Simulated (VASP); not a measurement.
Write the native input for VASP 6.6.1 that does the following.

```yaml
Task: single point
Functional: PBE
Potentials_or_basis: VASP PAW PBE potentials, release 64 (Sr_sv, Ti_sv, Bi_d, O)
Cutoff: 520 eV
k_mesh: 5 × 5 × 5
Occupations: methfessel-paxton, width 0.15 eV
Spin: no spin polarisation
Dipole_correction: no
Further_INCAR_settings: ALGO = Normal; EDIFF = 1e-06; NBANDS = 52
```

The structure of Sr2TiBiO6 lies in POSCAR:

```
Sr2TiBiO6
1.0
    0.0000000000      4.1605360000      4.1605360000
    4.1605360000      0.0000000000      4.1605360000
    4.1605360000      4.1605360000      0.0000000000
Sr Ti Bi O
2 1 1 6
Direct
    0.2500000000      0.2500000000      0.2500000000
    0.7500000000      0.7500000000      0.7500000000
    0.5000000000      0.5000000000      0.5000000000
    0.0000000000      0.0000000000      0.0000000000
    0.7359030000      0.2640970000      0.2640970000
    0.2640970000      0.7359030000      0.7359030000
    0.2640970000      0.7359030000      0.2640970000
    0.7359030000      0.2640970000      0.7359030000
    0.2640970000      0.2640970000      0.7359030000
    0.7359030000      0.7359030000      0.2640970000
```

The input as run:

INCAR

```
SYSTEM = Sr2TiBiO6
PREC     = Accurate       ! precision mode
ENCUT    = 520            ! plane-wave cutoff, eV
EDIFF    = 1E-6           ! SCF threshold, eV
ISMEAR   = 1              ! smearing method
SIGMA    = 0.15           ! smearing width, eV
LREAL    = .FALSE.        ! projectors in reciprocal space
LASPH    = .TRUE.         ! aspherical terms in the spheres
NELM     = 100            ! most SCF steps
ALGO     = Normal         ! electronic algorithm
ISIF     = 2              ! what is computed and relaxed
LWAVE    = .FALSE.        ! write WAVECAR
LCHARG   = .TRUE.         ! write CHGCAR
GGA      = PE             ! functional
LELF     = .TRUE.         ! ELF
LVHAR    = .TRUE.       
NBANDS   = 52             ! bands
```

KPOINTS

```
regular mesh
0
G
  5 5 5
  0 0 0
```

Potentials or basis: VASP PAW PBE potentials, release 64 (Sr_sv, Ti_sv, Bi_d, O).

The run is started by

```console
$ cat potpaw_PBE.64/Sr_sv/POTCAR potpaw_PBE.64/Ti_sv/POTCAR potpaw_PBE.64/Bi_d/POTCAR potpaw_PBE.64/O/POTCAR > POTCAR
$ mpirun -np 1 vasp_std > vasp.out
```

Results of the run:

- Pressure: -0.4 GPa
- Largest force: 0.017 eV/Å
- Band gap on the k mesh: zero (an odd number of electrons rules out a gap without spin polarisation)

Caveat: spin-orbit coupling is left out, which moves the levels of the heavy elements; an odd number of electrons without spin polarisation forces a metal; a magnetic or distorted state may lie lower; semilocal functionals often make such compounds metallic where correlation or magnetic order opens a gap, which also shifts bond lengths.

Wall time 4.3 min on 1 thread of Intel Xeon 8259CL, on a shared host, peak memory 0.36 GiB.
